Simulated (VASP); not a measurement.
Here is a VASP 6.6.1 calculation.

INCAR

```
ALGO = Fast ; EDIFF = 1E-6
ENCUT = 520 ; GGA = PS
ISIF = 2 ; ISMEAR = 0
LASPH = True ; LCHARG = False
LREAL = False ; LWAVE = False
NBANDS = 21 ; NELM = 80
PREC = Accurate ; SIGMA = 0.15
```

File KPOINTS:

```
k-points
0
Gamma
  14 14 14
```

Contents of POSCAR:

```
Sn
1.0
    0.0000000000      3.6432462238      2.5757750802
    3.6432462238      0.0000000000      2.5757750802
    3.6432462238      3.6432462238      0.0000000000
Sn
2
Direct
    0.5000000000      0.5000000000      0.5000000000
    0.7500000000      0.7500000000      0.7500000000
```

Potentials or basis: VASP PAW PBE potentials, release 64 (Sn_d).

Launch:

```sh
$ cat potpaw_PBE.64/Sn_d/POTCAR > POTCAR
$ mpirun -np 1 vasp_std > vasp.out
```

Task: What does it give for the band gap on the k mesh?

Result: Zero (bands 14 and 15 overlap by 1.42 eV).

Task: What does it give for the pressure?

Result: -1.0 GPa.

Stress tensor (GPa, compression positive):
```
-2.04  0.00  0.00
 0.00 -2.04  0.00
 0.00  0.00  1.13
```

Caveat: the PAW data sets were made with another functional, which shifts forces and pressure a little; spin-orbit coupling is left out, which moves the levels of the heavy elements.
